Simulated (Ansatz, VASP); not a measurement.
## Two plane-wave programs on Si2W

```
Si W
1.0
     4.58058    0.00000    0.00000
    -2.29029    3.96690    0.00000
     0.00000    0.00000    6.61087
Si W
6 3
Direct
  0.83642 0.67284 0.50000
  0.16358 0.83642 0.83333
  0.67284 0.83642 0.16667
  0.16358 0.32716 0.50000
  0.83642 0.16358 0.83333
  0.32716 0.16358 0.16667
  0.00000 0.50000 0.16667
  0.50000 0.50000 0.83333
  0.50000 0.00000 0.50000
```

Alike in both runs: functional r2SCAN; k mesh 12 × 12 × 8; occupations gaussian, width 0.01 eV; no spin polarisation.

Ansatz relaxed the structure, and its values are those at the end. VASP's run is a single point on that final structure, the one shown.

|  | VASP | Ansatz |
| --- | --- | --- |
| version | VASP 6.6.1 | Ansatz 0.2.0 |
| potentials or method | VASP PAW PBE potentials, release 64 (Si, W_sv), cutoff 520 eV | scalar-relativistic, plane waves, PAW |
| valence electrons in the cell | 66 | 66 |

Ansatz gave:

* gap on the k mesh at the Fermi level (eV): 0.12
* least direct gap on the mesh (eV): 0.82
* pressure (GPa): 0.0
* rms of the force components (eV/Å): 0.000

Task: Which values does VASP return?

Result: gap on the k mesh at the Fermi level (eV): 0.13; least direct gap on the mesh (eV): 0.82; pressure (GPa): 0.1; rms of the force components (eV/Å): 0.004.

VASP's potentials were made for PBE, not for r2SCAN.

Neither program's run includes spin-orbit coupling.
